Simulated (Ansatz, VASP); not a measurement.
CuI in VASP and in Ansatz

The input INCAR:

```
ALGO = Normal
EDIFF = 1E-7
EDIFFG = -0.005
ENCUT = 600
GGA = PE
IBRION = 2
ISIF = 3
ISMEAR = 0
IVDW = 12
LASPH = T
LCHARG = F
LREAL = F
LWAVE = F
NELM = 80
NSW = 70
PREC = Accurate
SIGMA = 0.02
```

The input KPOINTS:

```
k-points
0
Gamma
  8 8 8
```

POSCAR

```
CuI
1.0
    0.0000000000      3.0390034084      3.0390034084
    3.0390034084      0.0000000000      3.0390034084
    3.0390034084      3.0390034084      0.0000000000
Cu I
1 1
Direct
    0.2500000000      0.2500000000      0.2500000000
    0.0000000000      0.0000000000      0.0000000000
```

Input for Ansatz:

```yaml
crystal:
  lattice:
    - [0.0, 3.0390034084, 3.0390034084]
    - [3.0390034084, 0.0, 3.0390034084]
    - [3.0390034084, 3.0390034084, 0.0]
  atoms:
    - { symbol: Cu, position: [0.25, 0.25, 0.25] }
    - { symbol: I, position: [0.0, 0.0, 0.0] }
basis:
  ecutwfc: 420
kpoints:
  mp_grid: { grid: [8, 8, 8] }
hamiltonian:
  xc: pbe
  dispersion: d3bj
scf:
  occupations: { method: gaussian, width: 0.02 }
output:
  forces: true
  stress: true
  eigenvalues: true
relax:
  adjacent_minimum: "off"
  f_tol: 0.005
  max_steps: 50
  cell: { stress_tol: 0.05 }
```

Alike in both runs: task relaxation of cell and atoms; functional PBE; dispersion D3(BJ); k mesh 8 × 8 × 8; occupations gaussian, width 0.02 eV; no spin polarisation.

|  | VASP | Ansatz |
| --- | --- | --- |
| version | VASP 6.6.1 | Ansatz 0.2.0 |
| potentials or method | VASP PAW PBE potentials, release 64 (Cu, I), cutoff 600 eV | scalar-relativistic, plane waves, PAW |
| valence electrons in the cell | 18 | 36 |

VASP gave:

| Property | Result |
| --- | --- |
| gap on the k mesh at the Fermi level, each at its own relaxed structure (eV) | 1.27 |
| relaxed volume (Å³/atom) | 26.65 |
| relaxed cell length with the largest relative difference (Å) | 4.224 |

Which values does Ansatz return?

gap on the k mesh at the Fermi level, each at its own relaxed structure (eV): 1.25; relaxed volume (Å³/atom): 26.61; relaxed cell length with the largest relative difference (Å): 4.222.

VASP's potentials hold 18 valence electrons a cell and Ansatz's 36, so a difference there can come from the potentials and not from the codes.

Spin-orbit coupling is off throughout.
